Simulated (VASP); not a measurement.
A run of VASP 6.6.1 is set up as follows.

Contents of INCAR:

```
SYSTEM = K3LuSi2O7
PREC = Accurate
ENCUT = 520
EDIFF = 1E-7
ISMEAR = -1
SIGMA = 0.05
LREAL = Auto
LASPH = .True.
NELM = 80
ALGO = Normal
ISIF = 2
LWAVE = .False.
LCHARG = .False.
GGA = PS
NBANDS = 121
```

Contents of KPOINTS:

```
regular mesh
0
Gamma
  2 2 1
  0 0 0
```

Contents of POSCAR:

```
K3LuSi2O7
1.0
    5.8228070000      0.0000000000      0.0000000000
   -2.9114040000      5.0426990000      0.0000000000
    0.0000000000      0.0000000000     14.2048720000
K Lu Si O
6 2 4 14
Direct
    0.3656253705      0.6446944384      0.3998064889
    0.6408131503      0.3679775454      0.5921067082
    0.3105832490      0.6270054984      0.0879557380
    0.5928935826      0.3307355843      0.8744957364
    0.0170296291     -0.0702203324      0.2449793282
    0.0061007790      0.0395423165      0.7567826025
   -0.0034410283     -0.0222698202      0.5193288613
   -0.0053573290     -0.0189581016      0.0046885322
    0.3485070651      0.6627006688      0.8726301793
    0.3022027100      0.6581594499      0.6358522625
    0.6658175268      0.3266901316      0.3762300709
    0.6968523723      0.3241518084      0.1320532843
    0.3948637365      0.1320721304      0.0904760001
    0.1528907624      0.3443195797      0.6319099531
    0.8003940536      0.1721300439      0.4225662857
    0.5701249134      0.8409782142      0.5792449239
    0.8170045188      0.6703156385      0.4106759991
    0.6365638382      0.8157536272      0.9135527585
    0.1596930244      0.3178060003      0.9121095917
    0.8774309824      0.6442978254      0.0975299179
    0.8768414242      0.1863287894      0.1009512793
    0.0801132054      0.7725426404      0.6217796260
    0.3523303006      0.6700380094      0.7461524469
    0.3533551017      0.1728439473      0.4251639860
    0.1440459356      0.7719477209      0.9056329406
    0.7307425178      0.4085907170      0.2579678296
```

Potentials or basis: VASP PAW PBE potentials, release 64 (K_sv, Lu, Si, O).

Run with:

```console
$ cat potpaw_PBE.64/K_sv/POTCAR potpaw_PBE.64/Lu/POTCAR potpaw_PBE.64/Si/POTCAR potpaw_PBE.64/O/POTCAR > POTCAR
$ mpirun -np 1 vasp_std > vasp.out
```

Q: Predict the largest force.

A: 6.531 eV/Å.

Q: Estimate the pressure.

A: -3.9 GPa.

Forces in eV/Å, atoms in the order of the input:
```
K   -0.542  0.255  0.255
K    0.203 -0.791 -0.040
K    0.435  0.335 -0.094
K    1.258 -0.267  0.416
K   -0.143  0.438  0.594
K   -0.247 -0.817  0.647
Lu  -1.600  1.019 -1.703
Lu   0.840 -0.177 -0.432
Si  -4.818 -2.672 -1.568
Si  -2.515  1.127 -0.467
Si  -0.839  2.358  1.304
Si   0.708  0.923  0.176
O    0.048  1.172  0.735
O    0.192 -2.256 -3.211
O    0.914  0.337 -0.535
O    1.056 -0.091 -0.306
O    0.491 -2.564  0.160
O    1.268  0.359  0.446
O    0.882  3.204 -1.261
O   -1.133 -1.819  0.096
O   -0.960 -0.078  1.159
O    1.898 -0.263 -0.084
O    1.241  1.253  6.288
O    0.745  0.846 -1.251
O    1.181  0.365 -0.425
O   -0.562 -2.200 -0.902
```

Caveat: the k points lie up to 0.62 Å⁻¹ apart; the atoms stand as in a frame of molecular dynamics; the PAW data sets were made with another functional, which shifts forces and pressure a little.
